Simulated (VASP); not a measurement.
Write the native input for VASP 6.6.1 that does the following.

| Property | Result |
| --- | --- |
| Task | single point |
| Functional | PBE |
| Potentials or basis | VASP PAW PBE potentials, release 64 (Ti_sv) |
| Cutoff | 520 eV |
| k mesh | 11 × 11 × 6 |
| Occupations | methfessel-paxton, width 0.2 eV |
| Spin | no spin polarisation |
| Dipole correction | no |
| Further INCAR settings | ALGO = Normal; EDIFF = 1e-06; NBANDS = 19 |

The structure of Ti lies in POSCAR:

```
Ti
1.0
    2.9302007457      0.0000000000      0.0000000000
   -1.4651003729      2.5376233760      0.0000000000
    0.0000000000      0.0000000000      4.6485896576
Ti
2
Direct
    0.3333333333      0.6666666667      0.2500000000
    0.6666666667      0.3333333333      0.7500000000
```

These files were run (other wordings do the same):

INCAR

```
SYSTEM = Ti
PREC = Accurate ; ENCUT = 520
EDIFF = 1E-6 ; ISMEAR = 1
SIGMA = 0.2 ; LREAL = .FALSE.
LASPH = .TRUE. ; NELM = 100
ALGO = Normal ; ISIF = 2
LWAVE = .FALSE. ; LCHARG = .FALSE.
GGA = PE ; NBANDS = 19
```

KPOINTS

```
regular mesh
0
G
  11 11 6
  0 0 0
```

Potentials or basis: VASP PAW PBE potentials, release 64 (Ti_sv).

The run is started by

```sh
$ cat potpaw_PBE.64/Ti_sv/POTCAR > POTCAR
$ mpirun -np 1 vasp_std > vasp.out
```

Results of the run:

The pressure is 0.4 GPa and the band gap on the k mesh is zero (bands 12 and 13 overlap by 1.01 eV).

It took 50 s on 1 thread of Intel Xeon 8259CL, with other jobs on the host, peak memory 0.18 GiB.
